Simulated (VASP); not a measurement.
# ZnCu (Pm-3m) in VASP: notebook

Runs on ZnCu. Level: r2SCAN. Tasks: electric field gradients.

All numbers are computed with VASP 6.6.1; they aren't measurements. Logs are shortened: lines on timing, memory, paths and dates and some standing lists are left out, and cuts for length are marked.

## 1. The cell of the first run

Symmetry: Pm-3m, No. 221, cubic system. Conventional cell: a = 2.861 Å, b = 2.861 Å, c = 2.861 Å, α = 90.00°, β = 90.00°, γ = 90.00°. Zn (site symmetry m-3m) has 8 Cu at 2.48 Å and 6 Zn at 2.86 Å within 3.3 Å. Within 3.3 Å of Cu (site symmetry m-3m) lie 8 Zn at 2.48 Å and 6 Cu at 2.86 Å.

## 2. Electric field gradients, r2SCAN (11.71 Å³/atom)

Input file POSCAR:

```
ZnCu
1.0
    2.8614412177      0.0000000000      0.0000000000
    0.0000000000      2.8614412177      0.0000000000
    0.0000000000      0.0000000000      2.8614412177
Zn Cu
1 1
Direct
    0.5000000000      0.5000000000      0.5000000000
    0.0000000000      0.0000000000      0.0000000000
```

Input file INCAR.step1:

```
SYSTEM = ZnCu
  ALGO = Normal
  EDIFF = 1E-4
  ENCUT = 520
  GGA = PE
  ISMEAR = -1
  LASPH = .TRUE.
  LCHARG = .FALSE.
  LREAL = .FALSE.
  LWAVE = .TRUE.
  NBANDS = 18
  NELM = 80
  PREC = Accurate
  SIGMA = 0.05
```

Input file INCAR.step2:

```
SYSTEM = ZnCu
  ALGO = Normal
  EDIFF = 1E-8
  ENCUT = 520
  ISIF = 2
  ISMEAR = -1
  ISTART = 1
  LASPH = .TRUE.
  LCHARG = .FALSE.
  LEFG = .TRUE.
  LMIXTAU = .TRUE.
  LREAL = .FALSE.
  LWAVE = .FALSE.
  METAGGA = R2SCAN
  NBANDS = 18
  NELM = 80
  PREC = Accurate
  SIGMA = 0.05
```

Input file KPOINTS:

```
k-points
0
G
  12 12 12
  0 0 0
```

Potentials or basis: VASP PAW PBE potentials, release 64 (Zn, Cu).

Started as:

```sh
cat potpaw_PBE.64/Zn/POTCAR potpaw_PBE.64/Cu/POTCAR > POTCAR
cp INCAR.step1 INCAR
mpirun -np 1 vasp_std > vasp.out
cp INCAR.step2 INCAR
mpirun -np 1 vasp_std > vasp.out
```

OUTCAR:

```text
SYSTEM = ZnCu
   EDIFF = 1E-8
   ENCUT = 520
   ISIF = 2
   ISMEAR = -1
   ISTART = 1
   LASPH = .TRUE.
   LREAL = .FALSE.
   METAGGA = R2SCAN
   NELM = 80
   PREC = Accurate

 ion  position               nearest neighbor table
   1  0.500  0.500  0.500-   2 2.48   2 2.48   2 2.48   2 2.48   2 2.48   2 2.48   2 2.48   2 2.48

   2  0.000  0.000  0.000-   1 2.48   1 2.48   1 2.48   1 2.48   1 2.48   1 2.48   1 2.48   1 2.48

  LATTYP: Found a simple cubic cell.
 ALAT       =     2.8614412177

  Lattice vectors:

 A1 = (   2.8614412177,   0.0000000000,   0.0000000000)
 A2 = (   0.0000000000,   2.8614412177,   0.0000000000)
 A3 = (   0.0000000000,   0.0000000000,   2.8614412177)

Analysis of symmetry for initial positions (statically):
=====================================================================
 Subroutine PRICEL returns:
 Original cell was already a primitive cell.

 Routine SETGRP: Setting up the symmetry group for a
 simple cubic supercell.

 Subroutine GETGRP returns: Found 48 space group operations
 (whereof 48 operations were pure point group operations)
 out of a pool of 48 trial point group operations.

The static configuration has the point symmetry O_h .

Analysis of symmetry for dynamics (positions and initial velocities):
=====================================================================
 Subroutine PRICEL returns:
 Original cell was already a primitive cell.

 Routine SETGRP: Setting up the symmetry group for a
 simple cubic supercell.

 Subroutine GETGRP returns: Found 48 space group operations
 (whereof 48 operations were pure point group operations)
 out of a pool of 48 trial point group operations.

The dynamic configuration has the point symmetry O_h .

 Subroutine INISYM returns: Found 48 space group operations
 (whereof 48 operations are pure point group operations),
 and found     1 'primitive' translations

----------------------------------------------------------------------------------------

                                     Primitive cell

  volume of cell :      23.4290

  direct lattice vectors                    reciprocal lattice vectors
     2.861441218  0.000000000  0.000000000     0.349474242  0.000000000  0.000000000
[... 115 lines left out ...]
   LEPSILON=     F    determine dielectric tensor
   LRPA    =     F    only Hartree local field effects (RPA)
 non-spin polarized calculation
  energy-cutoff  :      520.00
  volume of cell :       23.43
 maximum number of plane-waves:       648
 NGX is ok and might be reduce to    24
   NGX = 11   NGY = 11   NGZ = 11

 number of electron      22.9999981 magnetization

 Free energy of the ion-electron system (eV)
  ---------------------------------------------------
  ext. energy  EPLUGINS =         0.00000000
  ---------------------------------------------------
  free energy    TOTEN  =       -19.88935162 eV

  energy without entropy =      -19.88499306  energy(sigma->0) =      -19.88717234

 E-fermi :   6.1845     XC(G=0): -14.0933

 val. band max:        6.1607502296   @ k =   0.5000   0.3333   0.3333
 cond. band min:       6.2080378850   @ k =   0.5000   0.3333   0.3333
 fundamental gap:      0.0472876554
 Fermi energy:         6.1844558627

 k-point     1 :       0.0000    0.0000    0.0000
  band No.  band energies     occupation
      1      -5.2484      2.00000
      2      -2.2636      2.00000
      3      -2.2636      2.00000
      4      -1.3714      2.00000
      5      -1.3714      2.00000
      6      -1.3714      2.00000
[... 481 lines left out ...]
      5      -1.3164      2.00000
      6       0.3927      2.00000
[... 10 lines left out ...]
     17      23.3548      0.00000
     18      23.7639      0.00000

 [... further k-points ...]
[... 5 lines left out ...]
  --------------------------------------------------------------------------------------
  -------------------------------------------------------------------------------------
  Total        1.5013645      1.5013645      1.5013645     -0.0000000     -0.0000000     -0.0000000
  in kB      102.6696897    102.6696897    102.6696897     -0.0000000     -0.0000000     -0.0000000
  external PRESSURE =     102.6696897 kB  Pullay stress =       0.0000000 kB

 VOLUME and BASIS-vectors are now :
 -----------------------------------------------------------------------------
  energy-cutoff  :      520.00
  volume of cell :       23.43
      direct lattice vectors                 reciprocal lattice vectors
     2.861441218  0.000000000  0.000000000     0.349474242  0.000000000  0.000000000
     0.000000000  2.861441218  0.000000000     0.000000000  0.349474242  0.000000000
     0.000000000  0.000000000  2.861441218     0.000000000  0.000000000  0.349474242

 POSITION                                       TOTAL-FORCE (eV/Angst)
 -----------------------------------------------------------------------------------
      1.43072      1.43072      1.43072         0.000000      0.000000      0.000000
      0.00000      0.00000      0.00000         0.000000      0.000000      0.000000
 -----------------------------------------------------------------------------------
    total drift:                                0.000000      0.000000     -0.000000

  FREE ENERGIE OF THE ION-ELECTRON SYSTEM (eV)
  ---------------------------------------------------
  free  energy   TOTEN  =       -19.8893516196 eV

  energy  without entropy=      -19.8849930635  energy(sigma->0) =      -19.88717234

 Electric field gradients (V/A^2)
---------------------------------------------------------------------
 ion       V_xx      V_yy      V_zz      V_xy      V_xz      V_yz
---------------------------------------------------------------------
   1       0.000    -0.000     0.000    -0.000    -0.000    -0.000
   2      -0.000    -0.000     0.000     0.000    -0.000     0.000
---------------------------------------------------------------------

 Electric field gradients after diagonalization (V/A^2)
 (convention: |V_zz| > |V_xx| > |V_yy|)
----------------------------------------------------------------------
 ion       V_xx      V_yy      V_zz     asymmetry (V_yy - V_xx)/ V_zz
----------------------------------------------------------------------
   1       0.000    -0.000     0.000      -0.456
   2      -0.000    -0.000     0.000       0.176
----------------------------------------------------------------------

           NMR quadrupolar parameters

 Cq : quadrupolar parameter    Cq=e*Q*V_zz/h
 eta: asymmetry parameters     (V_yy - V_xx)/ V_zz
 Q  : nuclear electric quadrupole moment in mb (millibarn)
----------------------------------------------------------------------
 ion       Cq(MHz)       eta       Q (mb)
----------------------------------------------------------------------
   1       0.000      -0.456       1.000
   2       0.000       0.176       1.000
----------------------------------------------------------------------
```

Wall time 62 s (1 thread of Intel Xeon Platinum 8488C (Sapphire Rapids), shared host); peak memory 0.16 GiB.

Results:

```yaml
Free_energy: -19.8894 eV
Pressure: 10.3 GPa
Band_gap_on_the_k_mesh: zero (an odd number of electrons rules out a gap without spin polarisation)
Largest_electric_field_gradient_by_atom: zero within the noise of the run
```

Caveat: the cell stands under pressure; the PAW data sets were made with another functional, which shifts forces and pressure a little.

## 3. Electric field gradients, r2SCAN (12.08 Å³/atom)

This run uses another cell than the first one, of 12.08 Å³/atom.

Input file POSCAR:

```
ZnCu
1.0
    2.8910513583      0.0000000000      0.0000000000
    0.0000000000      2.8910513583      0.0000000000
    0.0000000000      0.0000000000      2.8910513583
Zn Cu
1 1
Direct
    0.5000000000      0.5000000000      0.5000000000
    0.0000000000      0.0000000000      0.0000000000
```

Input file INCAR.step1:

```
  PREC = Accurate
  ENCUT = 520
  ISMEAR = -1
  SIGMA = 0.05
  LREAL = F
  LASPH = T
  NELM = 80
  NBANDS = 18
  GGA = PE
  ALGO = Normal
  EDIFF = 1E-4
  LWAVE = T
  LCHARG = F
```

Input file INCAR.step2:

```
  PREC = Accurate
  ENCUT = 520
  EDIFF = 1E-8
  ISMEAR = -1
  SIGMA = 0.05
  LREAL = F
  LASPH = T
  NELM = 80
  ALGO = Normal
  ISIF = 2
  LWAVE = F
  LCHARG = F
  METAGGA = R2SCAN
  LMIXTAU = T
  LEFG = T
  NBANDS = 18
  ISTART = 1
```

Input file KPOINTS:

```
regular mesh
0
Gamma
  12 12 12
```

Potentials or basis: VASP PAW PBE potentials, release 64 (Zn, Cu).

Started as:

```sh
cat potpaw_PBE.64/Zn/POTCAR potpaw_PBE.64/Cu/POTCAR > POTCAR
cp INCAR.step1 INCAR
mpirun -np 1 vasp_std > vasp.out
cp INCAR.step2 INCAR
mpirun -np 1 vasp_std > vasp.out
```

OUTCAR:

```text
PREC = Accurate
   ENCUT = 520
   EDIFF = 1E-8
   ISMEAR = -1
   LREAL = F
   LASPH = T
   NELM = 80
   ISIF = 2
   METAGGA = R2SCAN
   ISTART = 1

 ion  position               nearest neighbor table
   1  0.500  0.500  0.500-   2 2.50   2 2.50   2 2.50   2 2.50   2 2.50   2 2.50   2 2.50   2 2.50

   2  0.000  0.000  0.000-   1 2.50   1 2.50   1 2.50   1 2.50   1 2.50   1 2.50   1 2.50   1 2.50

  LATTYP: Found a simple cubic cell.
 ALAT       =     2.8910513583

  Lattice vectors:

 A1 = (   2.8910513583,   0.0000000000,   0.0000000000)
 A2 = (   0.0000000000,   2.8910513583,   0.0000000000)
 A3 = (   0.0000000000,   0.0000000000,   2.8910513583)

Analysis of symmetry for initial positions (statically):
=====================================================================
 Subroutine PRICEL returns:
 Original cell was already a primitive cell.

 Routine SETGRP: Setting up the symmetry group for a
 simple cubic supercell.

 Subroutine GETGRP returns: Found 48 space group operations
 (whereof 48 operations were pure point group operations)
 out of a pool of 48 trial point group operations.

The static configuration has the point symmetry O_h .

Analysis of symmetry for dynamics (positions and initial velocities):
=====================================================================
 Subroutine PRICEL returns:
 Original cell was already a primitive cell.

 Routine SETGRP: Setting up the symmetry group for a
 simple cubic supercell.

 Subroutine GETGRP returns: Found 48 space group operations
 (whereof 48 operations were pure point group operations)
 out of a pool of 48 trial point group operations.

The dynamic configuration has the point symmetry O_h .

 Subroutine INISYM returns: Found 48 space group operations
[... 149 lines left out ...]
 fundamental gap:      0.0211607495
 Fermi energy:         5.8579547157

 k-point     1 :       0.0000    0.0000    0.0000
  band No.  band energies     occupation
      1      -5.3032      2.00000
      2      -2.4549      2.00000
      3      -2.4549      2.00000
      4      -1.6241      2.00000
      5      -1.6241      2.00000
      6      -1.6241      2.00000
[... 481 lines left out ...]
      5      -1.5704      2.00000
      6       0.1870      2.00000
[... 10 lines left out ...]
     17      22.6617      0.00000
     18      23.1645      0.00000

 [... further k-points ...]
[... 5 lines left out ...]
  --------------------------------------------------------------------------------------
  -------------------------------------------------------------------------------------
  Total        0.7576397      0.7576397      0.7576397     -0.0000000     -0.0000000      0.0000000
  in kB       50.2349412     50.2349412     50.2349412     -0.0000000     -0.0000000      0.0000000
  external PRESSURE =      50.2349412 kB  Pullay stress =       0.0000000 kB

 VOLUME and BASIS-vectors are now :
 -----------------------------------------------------------------------------
  energy-cutoff  :      520.00
  volume of cell :       24.16
      direct lattice vectors                 reciprocal lattice vectors
     2.891051358  0.000000000  0.000000000     0.345894928  0.000000000  0.000000000
     0.000000000  2.891051358  0.000000000     0.000000000  0.345894928  0.000000000
     0.000000000  0.000000000  2.891051358     0.000000000  0.000000000  0.345894928

 POSITION                                       TOTAL-FORCE (eV/Angst)
 -----------------------------------------------------------------------------------
      1.44553      1.44553      1.44553         0.000000      0.000000      0.000000
      0.00000      0.00000      0.00000         0.000000      0.000000      0.000000
 -----------------------------------------------------------------------------------
    total drift:                                0.000000      0.000000     -0.000000

  FREE ENERGIE OF THE ION-ELECTRON SYSTEM (eV)
  ---------------------------------------------------
  free  energy   TOTEN  =       -19.9239741913 eV

  energy  without entropy=      -19.9196469934  energy(sigma->0) =      -19.92181059

 Electric field gradients (V/A^2)
---------------------------------------------------------------------
 ion       V_xx      V_yy      V_zz      V_xy      V_xz      V_yz
---------------------------------------------------------------------
   1      -0.000    -0.000     0.000     0.000     0.000     0.000
   2       0.000     0.000     0.000    -0.000    -0.000     0.000
---------------------------------------------------------------------

 Electric field gradients after diagonalization (V/A^2)
 (convention: |V_zz| > |V_xx| > |V_yy|)
----------------------------------------------------------------------
 ion       V_xx      V_yy      V_zz     asymmetry (V_yy - V_xx)/ V_zz
----------------------------------------------------------------------
   1      -0.000    -0.000     0.000       0.107
   2       0.000     0.000     0.000      -0.070
----------------------------------------------------------------------

           NMR quadrupolar parameters

 Cq : quadrupolar parameter    Cq=e*Q*V_zz/h
 eta: asymmetry parameters     (V_yy - V_xx)/ V_zz
 Q  : nuclear electric quadrupole moment in mb (millibarn)
----------------------------------------------------------------------
 ion       Cq(MHz)       eta       Q (mb)
----------------------------------------------------------------------
   1       0.000       0.107       1.000
   2       0.000      -0.070       1.000
----------------------------------------------------------------------
```

OUTCAR.step1:

```text
PREC = Accurate
   ENCUT = 520
   ISMEAR = -1
   LREAL = F
   LASPH = T
   NELM = 80
[... 724 lines left out ...]
 -----------------------------------------------------------------------------------
      1.44553      1.44553      1.44553         0.000000      0.000000      0.000000
      0.00000      0.00000      0.00000         0.000000      0.000000      0.000000
 -----------------------------------------------------------------------------------
    total drift:                                0.000000      0.000000     -0.000000

  FREE ENERGIE OF THE ION-ELECTRON SYSTEM (eV)
  ---------------------------------------------------
  free  energy   TOTEN  =        -4.9471200968 eV

  energy  without entropy=       -4.9427259021  energy(sigma->0) =       -4.94492300
```

It took 61 s on 1 thread of Intel Xeon Platinum 8488C (Sapphire Rapids), shared host; peak memory 0.17 GiB.

Results:

```yaml
Free_energy: -19.9240 eV
Pressure: 5.0 GPa
Band_gap_on_the_k_mesh: zero (an odd number of electrons rules out a gap without spin polarisation)
Largest_electric_field_gradient_by_atom: zero within the noise of the run
```

Levels at points of the mesh, in eV from the Fermi level:
| k point | band 10 | band 11 | band 12 | band 13 | band 14 | band 15 |
| --- | --- | --- | --- | --- | --- | --- |
| (0.00, 0.00, 0.00) | -2.89 | -2.89 | 6.89 | 6.89 | 6.89 | 11.93 |
| (0.50, 0.00, 0.00) | -3.51 | -2.98 | -2.09 | 12.91 | 12.91 | 13.47 |
| (0.50, 0.50, 0.00) | -2.65 | -2.14 | -2.14 | 2.24 | 2.55 | 15.48 |
| (0.50, 0.50, 0.50) | -2.63 | 4.66 | 4.66 | 4.66 | 4.86 | 4.91 |

Caveat: the cell stands under pressure; the PAW data sets were made with another functional, which shifts forces and pressure a little.
